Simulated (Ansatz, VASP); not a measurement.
# ScAlN2 in VASP and in Ansatz

```
Sc Al N
1.0
     3.03630    0.00000    0.00000
     0.00000    4.29256    0.00000
     0.00000    0.00000    6.25930
Sc Al N
1 1 2
Direct
  0.00000 0.00000 0.00000
  0.50000 0.00000 0.50000
  0.00000 0.00000 0.31073
  0.00000 0.00000 0.68927
```

Alike in both runs: functional PBE; k mesh 16 × 12 × 8; occupations gaussian, width 0.1 eV; no spin polarisation.

Ansatz relaxed the structure, and its values are those at the end. VASP's run is a single point on that final structure, the one shown.

|  | VASP | Ansatz |
| --- | --- | --- |
| version | VASP 6.6.1 | Ansatz 0.2.0 |
| potentials or method | VASP PAW PBE potentials, release 64 (Sc_sv, Al, N), cutoff 520 eV | scalar-relativistic, plane waves, PAW |
| valence electrons in the cell | 24 | 24 |

|  | VASP | Ansatz | Ansatz less VASP |
| --- | --- | --- | --- |
| gap on the k mesh at the Fermi level (eV) | none | none | - |
| pressure (GPa) | 0.2 | 0.0 | -0.18 |
| rms of the force components (eV/Å) | 0.041 | 0.001 | -0.0407 |

A gap of «none» marks a metal or a gap that the smearing closes.
